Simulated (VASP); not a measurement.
Input of a VASP 6.6.1 run:

INCAR

```
SYSTEM = Ta
  PREC = Accurate
  ENCUT = 600
  EDIFF = 1E-7
  ISMEAR = -1
  SIGMA = 0.05
  LREAL = .False.
  LASPH = .True.
  NELM = 60
  ALGO = Normal
  ISIF = 3
  LWAVE = .False.
  LCHARG = .False.
  GGA = PE
  IVDW = 13
  IBRION = 2
  NSW = 100
  EDIFFG = -0.005
```

The input KPOINTS:

```
Automatic mesh
0
Gamma
  14 14 14
  0 0 0
```

POSCAR

```
Ta
1.0
   -1.6512800000      1.6512800000      1.6512800000
    1.6512800000     -1.6512800000      1.6512800000
    1.6512800000      1.6512800000     -1.6512800000
Ta
1
Direct
    0.0000000000      0.0000000000      0.0000000000
```

Potentials or basis: VASP PAW PBE potentials, release 64 (Ta_pv).

Launch:

```bash
$ cat potpaw_PBE.64/Ta_pv/POTCAR > POTCAR
$ mpirun -np 1 vasp_std > vasp.out
```

(1) Estimate the space group after relaxing (to 0.1 Å).

(2) Predict the relaxed volume.

(3) What does it give for the relaxed cell?

(4) What does it give for the band gap on the k mesh?

Answers

(1) Im-3m (No. 229).

(2) 18.05 Å³/atom.

(3) a = 2.862 Å, b = 2.862 Å, c = 2.862 Å, α = 109.47°, β = 109.47°, γ = 109.47°.

(4) zero (an odd number of electrons rules out a gap without spin polarisation).

Caveat: spin-orbit coupling is left out, which moves the levels of the heavy elements.
